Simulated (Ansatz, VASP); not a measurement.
One calculation of P, two programs

INCAR

```
PREC = Accurate ; ENCUT = 500
EDIFF = 1E-6 ; ISMEAR = -1
SIGMA = 0.05 ; LREAL = False
LASPH = True ; NELM = 120
ALGO = Normal ; ISIF = 2
LWAVE = False ; LCHARG = False
GGA = PS ; NBANDS = 8
GGA_COMPAT = False
```

File KPOINTS:

```
Automatic mesh
0
Gamma
  17 17 17
```

The input POSCAR:

```
P
1.0
   -1.1545448884      1.1545448884      1.1545448884
    1.1545448884     -1.1545448884      1.1545448884
    1.1545448884      1.1545448884     -1.1545448884
P
1
Direct
    0.0000000000      0.0000000000      0.0000000000
```

Input for Ansatz:

```yaml
crystal:
  lattice:
    - [-1.1545448884, 1.1545448884, 1.1545448884]
    - [1.1545448884, -1.1545448884, 1.1545448884]
    - [1.1545448884, 1.1545448884, -1.1545448884]
  atoms:
    - { symbol: P, position: [0.0, 0.0, 0.0] }
kpoints:
  mp_grid: { grid: [17, 17, 17] }
scf:
  occupations: { method: fermi_dirac, width: 0.05 }
hamiltonian:
  xc: pbesol
  pseudopotentials: { kind: paw, level: accurate }
output:
  forces: true
  stress: true
  eigenvalues: true
  write_density: true
  write_potential: true
  elf: true
  volumetric_format: npy
```

Alike in both runs: task single point; functional PBEsol; k mesh 17 × 17 × 17; occupations fermi-dirac, width 0.05 eV; no spin polarisation.

```csv
,VASP,Ansatz
version,VASP 6.6.1,Ansatz 0.2.0
potentials or method,"VASP PAW PBE potentials, release 64 (P)","PAW with other files of Ansatz's library (level accurate), scalar-relativistic"
plane-wave cutoff (eV),500,510
valence electrons in the cell,5,5
```

|  | VASP | Ansatz | Ansatz less VASP |
| --- | --- | --- | --- |
| pressure (GPa) | 439.4 | 442.3 | +2.95 |

VASP's potentials were made for PBE, not for PBEsol. Both programs put the cell under a high pressure, so it lies far from rest at this level. Ansatz's warnings: written density without core change.

Noted on VASP's run: the cell as given lies far from equilibrium.
